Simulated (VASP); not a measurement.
# TePt (P6_3/mmc) in VASP: a series of runs, part 2 of 3

VASP 6.6.1.

## (3) Single point, PBEsol (volume scaled by 1.06, then relaxed in part)

File INCAR:

```
  PREC = Accurate
  ENCUT = 520
  EDIFF = 1E-6
  ISMEAR = 0
  SIGMA = 0.1
  LREAL = F
  LASPH = T
  NELM = 100
  ALGO = Normal
  ISIF = 2
  LWAVE = F
  LCHARG = T
  GGA = PS
  LELF = T
  LVHAR = T
  NBANDS = 24
```

File KPOINTS:

```
regular mesh
0
Gamma
  12 12 8
```

File POSCAR:

```
TePt
1.0
    4.3122821625      0.0000000000      0.0000000000
   -2.1561410813      3.7345459010      0.0000000000
    0.0000000000      0.0000000000      5.6338203416
Te Pt
2 2
Direct
    0.3333333333      0.6666666667      0.2500000000
    0.6666666667      0.3333333333      0.7500000000
    0.0000000000      0.0000000000      0.0000000000
    0.0000000000      0.0000000000      0.5000000000
```

Potentials or basis: VASP PAW PBE potentials, release 64 (Te, Pt).

Launch:

```sh
$ cat potpaw_PBE.64/Te/POTCAR potpaw_PBE.64/Pt/POTCAR > POTCAR
$ mpirun -np 1 vasp_std > vasp.out
```

OUTCAR:

```text
PREC = Accurate
   ENCUT = 520
   EDIFF = 1E-6
   ISMEAR = 0
   LREAL = F
   LASPH = T
   NELM = 100
   ISIF = 2
   GGA = PS

 ion  position               nearest neighbor table
   1  0.333  0.667  0.250-   3 2.86   4 2.86   3 2.86   4 2.86   3 2.86   4 2.86
   2  0.667  0.333  0.750-   3 2.86   4 2.86   3 2.86   4 2.86   3 2.86   4 2.86
   3  0.000  0.000  0.000-   4 2.82   4 2.82   1 2.86   2 2.86   2 2.86   1 2.86   2 2.86   1 2.86

   4  0.000  0.000  0.500-   3 2.82   3 2.82   1 2.86   2 2.86   2 2.86   1 2.86   2 2.86   1 2.86

  LATTYP: Found a hexagonal cell.
 ALAT       =     4.3122821625
 C/A-ratio  =     1.3064591159

  Lattice vectors:

 A1 = (   4.3122821625,   0.0000000000,   0.0000000000)
 A2 = (  -2.1561410813,   3.7345459010,   0.0000000000)
 A3 = (   0.0000000000,   0.0000000000,   5.6338203416)

Analysis of symmetry for initial positions (statically):
=====================================================================
 Subroutine PRICEL returns:
 Original cell was already a primitive cell.

 Routine SETGRP: Setting up the symmetry group for a
 hexagonal supercell.

 Subroutine GETGRP returns: Found 24 space group operations
 (whereof 12 operations were pure point group operations)
 out of a pool of 24 trial point group operations.

The static configuration has the point symmetry D_3d.
 The point group associated with its full space group is D_6h.

Analysis of symmetry for dynamics (positions and initial velocities):
=====================================================================
 Subroutine PRICEL returns:
 Original cell was already a primitive cell.

 Routine SETGRP: Setting up the symmetry group for a
 hexagonal supercell.

 Subroutine GETGRP returns: Found 24 space group operations
 (whereof 12 operations were pure point group operations)
 out of a pool of 24 trial point group operations.

The dynamic configuration has the point symmetry D_3d.
 The point group associated with its full space group is D_6h.

 Subroutine INISYM returns: Found 24 space group operations
 (whereof 12 operations are pure point group operations),
 and found     1 'primitive' translations

----------------------------------------------------------------------------------------

                                     Primitive cell

  volume of cell :      90.7294

  direct lattice vectors                    reciprocal lattice vectors
     4.312282162  0.000000000  0.000000000     0.231895772  0.133885086  0.000000000
    -2.156141081  3.734545901  0.000000000     0.000000000  0.267770172  0.000000000
     0.000000000  0.000000000  5.633820342     0.000000000  0.000000000  0.177499448

  length of vectors
     4.312282162  4.312282163  5.633820342     0.267770172  0.267770172  0.177499448

  position of ions in fractional coordinates (direct lattice)
     0.333333333  0.666666667  0.250000000
     0.666666667  0.333333333  0.750000000
     0.000000000  0.000000000  0.000000000
     0.000000000  0.000000000  0.500000000

  ion indices of the primitive-cell ions
   primitive index   ion index
                 1           1
                 2           2
                 3           3
                 4           4

----------------------------------------------------------------------------------------

 KPOINTS: regular mesh

Automatic generation of k-mesh.
 Grid dimensions read from file:
 generate k-points for:   12   12    8

 Generating k-lattice:

  Cartesian coordinates                     Fractional coordinates (reciprocal lattice)
     0.019324648  0.011157091  0.000000000     0.083333333 -0.000000000  0.000000000
     0.000000000  0.022314181  0.000000000     0.000000000  0.083333333  0.000000000
     0.000000000  0.000000000  0.022187431     0.000000000  0.000000000  0.125000000

  Length of vectors
     0.022314181  0.022314181  0.022187431

  Shift w.r.t. Gamma in fractional coordinates (k-lattice)
     0.000000000  0.000000000  0.000000000

 Subroutine IBZKPT returns following result:
 ===========================================

 Found     95 irreducible k-points:

 Following reciprocal coordinates:
            Coordinates               Weight
  0.000000  0.000000  0.000000      1.000000
  0.083333  0.000000  0.000000      6.000000
  0.166667  0.000000  0.000000      6.000000
  0.250000 -0.000000  0.000000      6.000000
  0.333333 -0.000000  0.000000      6.000000
  0.416667  0.000000  0.000000      6.000000
[... 16 lines left out ...]
  0.250000 -0.000000  0.125000     12.000000
  0.333333 -0.000000  0.125000     12.000000
 [... further k-points ...]
   k-points           NKPTS =     95   k-points in BZ     NKDIM =     95   number of bands    NBANDS=     24
   number of dos      NEDOS =    301   number of ions     NIONS =      4
   total plane-waves  NPLWV =  43008
   dimension x,y,z NGX =    32 NGY =   32 NGZ =   42
   dimension x,y,z NGXF=    64 NGYF=   64 NGZF=   84
   ions per type =               2   2
   NGX,Y,Z   is equivalent  to a cutoff of  12.34, 12.34, 12.39 a.u.
   NGXF,Y,Z  is equivalent  to a cutoff of  24.67, 24.67, 24.79 a.u.
 SYSTEM =  unknown system
   PREC   = accura    normal or accurate (medium, high low for compatibility)
   ISTART =      0    job   : 0-new  1-cont  2-samecut
   ICHARG =      2    charge: 1-file 2-atom 10-const
   ISPIN  =      1    spin polarized calculation?
   LNONCOLLINEAR =      F non collinear calculations
   LSORBIT =      F    spin-orbit coupling
   LASPH  =      T    aspherical Exc in radial PAW
   ENCUT  =  520.0 eV  38.22 Ry    6.18 a.u.   8.02  8.02 10.48*2*pi/ulx,y,z
   NELM   =    100;   NELMIN=  2; NELMDL= -5     # of ELM steps
   EDIFF  = 0.1E-05   stopping-criterion for ELM
   LREAL  =      F    real-space projection
   EDIFFG = 0.1E-04   stopping-criterion for IOM
   NSW    =      0    number of steps for IOM
   IBRION =     -1    ionic relax: 0-MD 1-quasi-New 2-CG
   NFREE  =      0    steps in history (QN), initial steepest desc. (CG)
   ISIF   =      2    stress and relaxation
   ISYM   =      2    0-nonsym 1-usesym 2-fastsym
   POTIM  = 0.5000    time-step for ionic-motion
   TEBEG  =    0.0;   TEEND  =   0.0 temperature during run
   PSTRESS=    0.0 pullay stress
   NELECT =      32.0000    total number of electrons
   NUPDOWN=      -1.0000    fix difference up-down
   EMIN   =  10.00;   EMAX   =-10.00  energy-range for DOS
   EFERMI =   0.00;   METHOD = LEGACY
   ISMEAR =     0;   SIGMA  =   0.10  broadening in eV -4-tet -1-fermi 0-gaus
   EFERMI_NEDOS =   21; number of points for ismear=-14 and -15
   IALGO  =     38    algorithm
   IMIX   =      4    mixing-type and parameters
     AMIX     =   0.40;   BMIX     =  1.00
     AMIX_MAG =   1.60;   BMIX_MAG =  1.00
  volume/ion in A,a.u.               =      22.68       153.07
  Fermi-wavevector in a.u.,A,eV,Ry     =   1.156668  2.185786 18.202984  1.337882
  Thomas-Fermi vector in A             =   2.293286
   LORBIT       =      0    0 simple, 1 ext, 2 COOP (PROOUT), +10 PAW based schemes
   GGA     = PS    functional components
   LHFCALC =     F    Hartree Fock is set to
   AEXX    =    0.0000 exact exchange contribution
   IVDW    =     0    specifies the selected vdW correction
   LEPSILON=     F    determine dielectric tensor
   LRPA    =     F    only Hartree local field effects (RPA)
 non-spin polarized calculation
 Gauss-broadening in eV      SIGMA  =   0.10
  energy-cutoff  :      520.00
  volume of cell :       90.73
 maximum number of plane-waves:      2459
   NGX = 17   NGY = 17   NGZ = 21

 number of electron      31.9999999 magnetization

 Free energy of the ion-electron system (eV)
  ---------------------------------------------------
  ext. energy  EPLUGINS =         0.00000000
  ---------------------------------------------------
  free energy    TOTEN  =       -21.72446461 eV

  energy without entropy =      -21.71150604  energy(sigma->0) =      -21.71798533

 E-fermi :   8.5476     XC(G=0): -11.0843

 val. band max:        8.5459390642   @ k =   0.3333   0.2500   0.0000
 cond. band min:       8.5494605090   @ k =   0.0833   0.0833   0.1250
 fundamental gap:      0.0035214448
 Fermi energy:         8.5475906871

 k-point     1 :       0.0000    0.0000    0.0000
  band No.  band energies     occupation
      1      -5.0157      2.00000
      2      -2.5653      2.00000
      3       1.8273      2.00000
      4       2.8647      2.00000
      5       2.8647      2.00000
      6       3.4378      2.00000
[... 16 lines left out ...]
     23      15.8916      0.00000
     24      15.8916      0.00000
[... 598 lines left out ...]
      2      -3.0252      2.00000
      3       2.0469      2.00000
      4       2.8825      2.00000
      5       3.1320      2.00000
      6       3.8730      2.00000
[... 16 lines left out ...]
     23      15.0083      0.00000
     24      16.0590      0.00000

 [... further k-points ...]
[... 5 lines left out ...]
  --------------------------------------------------------------------------------------
  -------------------------------------------------------------------------------------
  Total       -3.9572655     -3.9572655     -4.0333448      0.0000000     -0.0000000      0.0000000
  in kB      -69.8807895    -69.8807895    -71.2242630      0.0000000     -0.0000000      0.0000000
  external PRESSURE =     -70.3286140 kB  Pullay stress =       0.0000000 kB

 VOLUME and BASIS-vectors are now :
 -----------------------------------------------------------------------------
  energy-cutoff  :      520.00
  volume of cell :       90.73
      direct lattice vectors                 reciprocal lattice vectors
     4.312282162  0.000000000  0.000000000     0.231895772  0.133885086  0.000000000
    -2.156141081  3.734545901  0.000000000     0.000000000  0.267770172  0.000000000
     0.000000000  0.000000000  5.633820342     0.000000000  0.000000000  0.177499448

 POSITION                                       TOTAL-FORCE (eV/Angst)
 -----------------------------------------------------------------------------------
     -0.00000      2.48970      1.40846         0.000000     -0.000000      0.000000
      2.15614      1.24485      4.22537        -0.000000     -0.000000      0.000000
      0.00000      0.00000      0.00000        -0.000000      0.000000      0.000000
      0.00000      0.00000      2.81691        -0.000000      0.000000      0.000000
 -----------------------------------------------------------------------------------
    total drift:                               -0.000000      0.000000      0.000000

  FREE ENERGIE OF THE ION-ELECTRON SYSTEM (eV)
  ---------------------------------------------------
  free  energy   TOTEN  =       -21.7244646099 eV

  energy  without entropy=      -21.7115060441  energy(sigma->0) =      -21.71798533
```

OSZICAR:

```text
N       E                     dE             d eps       ncg     rms          rms(c)
DAV:   1     0.158285889891E+03    0.15829E+03   -0.13826E+04  4576   0.117E+03
DAV:   2    -0.153057521186E+02   -0.17359E+03   -0.15931E+03  5472   0.226E+02
DAV:   3    -0.220685455437E+02   -0.67628E+01   -0.66175E+01  5624   0.432E+01
DAV:   4    -0.221608087693E+02   -0.92263E-01   -0.92215E-01  5344   0.556E+00
DAV:   5    -0.221626870338E+02   -0.18783E-02   -0.18780E-02  5800   0.752E-01    0.189E+01
DAV:   6    -0.218278268344E+02    0.33486E+00   -0.10368E+00  4952   0.767E+00    0.112E+01
DAV:   7    -0.217641983615E+02    0.63628E-01   -0.28278E-01  4648   0.397E+00    0.300E+00
DAV:   8    -0.217251017655E+02    0.39097E-01   -0.14097E-01  4848   0.294E+00    0.143E+00
DAV:   9    -0.217254300997E+02   -0.32833E-03   -0.52385E-03  5464   0.388E-01    0.102E+00
DAV:  10    -0.217247436671E+02    0.68643E-03   -0.57532E-03  4768   0.483E-01    0.239E-01
DAV:  11    -0.217244820320E+02    0.26164E-03   -0.46930E-04  5352   0.171E-01    0.223E-01
DAV:  12    -0.217244727411E+02    0.92908E-05   -0.50967E-05  5264   0.351E-02    0.781E-02
DAV:  13    -0.217244670478E+02    0.56933E-05   -0.66783E-06  5472   0.191E-02    0.279E-02
DAV:  14    -0.217244648302E+02    0.22176E-05   -0.36544E-06  4808   0.135E-02    0.545E-03
DAV:  15    -0.217244646099E+02    0.22036E-06   -0.38377E-07  2536   0.417E-03
   1 F= -.21724465E+02 E0= -.21717985E+02  d E =-.129586E-01
```

It took 95 s on 1 thread of AMD EPYC 9R45 (Zen 5), shared host; peak memory 0.3 GiB.

Results:

* Free energy: -21.7245 eV
* Pressure: -7.0 GPa
* Band gap on the k mesh: zero (band 16 reaches 9.47 eV, above the bottom of band 17 at 8.12 eV)

Levels at points of the mesh, in eV from the Fermi level:
```tsv
k point	band 12	band 13	band 14	band 15	band 16	band 17	band 18	band 19	band 20	band 21
(0.00, 0.00, 0.00)	-1.69	-1.53	-1.53	0.23	0.61	1.20	1.79	2.03	2.03	4.62
(0.50, 0.00, 0.00)	-2.60	-2.33	-1.84	-1.69	-1.60	1.30	2.34	3.47	3.53	3.94
(0.00, 0.00, 0.50)	-3.04	-2.47	-2.47	0.92	0.92	0.92	0.92	3.67	3.67	5.51
(0.50, 0.00, 0.50)	-2.67	-2.66	-2.66	-0.36	-0.36	0.33	0.33	2.53	2.53	6.83
```

Caveat: the PAW data sets were made with another functional, which shifts forces and pressure a little; spin-orbit coupling is left out, which moves the levels of the heavy elements.

[end of part 2 of 3]
